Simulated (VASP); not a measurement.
Runs of VASP 6.6.1 on S. The structure is that of space group P6_3/mmc (No. 194), or close to it. The cells are those of the table. 

```csv
cell,gap on the mesh (eV),pressure (GPa)
"a = 3.278, b = 3.278, c = 3.489 Å, angles 90.0, 90.0, 120.0°, 2 atoms",none,-0.2
"a = 3.133, b = 3.133, c = 3.438 Å, angles 90.0, 90.0, 120.0°, 2 atoms",none,9.8
"a = 3.197, b = 3.197, c = 3.462 Å, angles 90.0, 90.0, 120.0°, 2 atoms",none,4.8
"a = 3.029, b = 3.029, c = 3.405 Å, angles 90.0, 90.0, 120.0°, 2 atoms",none,(a)
```

Alike in all rows: task single point; level PBE+D4; potentials or basis VASP PAW PBE potentials, release 64 (S); no spin polarisation; k mesh 17 × 17 × 9; cutoff (eV) 520; smearing fermi-dirac 0.05 eV.

Q: Estimate the missing entries.

A: (a) 19.7.

Caveats: pairwise dispersion overbinds metals, which lowers pressure and volume.

A gap of «none» marks levels without a gap at the run's occupations.
